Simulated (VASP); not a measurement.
Here is a VASP 6.6.1 calculation.

Contents of INCAR:

```
SYSTEM = ScPt
ALGO = Normal
EDIFF = 1E-7
ENCUT = 520
GGA = CA
ISIF = 2
ISMEAR = -1
LASPH = .TRUE.
LCHARG = .FALSE.
LREAL = .FALSE.
LWAVE = .FALSE.
NBANDS = 18
NELM = 80
PREC = Accurate
SIGMA = 0.05
```

KPOINTS

```
k-points
0
G
  10 10 10
  0 0 0
```

The input POSCAR:

```
ScPt
1.0
    3.2700000000      0.0163500000      0.0163500000
    0.0163500000      3.2700000000      0.0163500000
    0.0163500000      0.0163500000      3.2700000000
Sc Pt
1 1
Direct
    0.5000000000      0.5000000000      0.5000000000
    0.0000000000      0.0000000000      0.0000000000
```

Potentials or basis: VASP PAW LDA potentials, release 64 (Sc_sv, Pt).

Command:

```sh
$ cat potpaw_LDA.64/Sc_sv/POTCAR potpaw_LDA.64/Pt/POTCAR > POTCAR
$ mpirun -np 1 vasp_std > vasp.out
```

Task: Estimate the band gap on the k mesh.

Result: Zero (an odd number of electrons rules out a gap without spin polarisation).

Task: Predict the pressure.

Result: -4.8 GPa.

Stress tensor (GPa, compression positive):
```
-4.79 -0.48 -0.48
-0.48 -4.79 -0.48
-0.48 -0.48 -4.79
```

Caveat: the cell differs from its parent crystal (equal xy, yz and zx shear strains of +1 %); the cell stands under tension; spin-orbit coupling is left out, which moves the levels of the heavy elements.
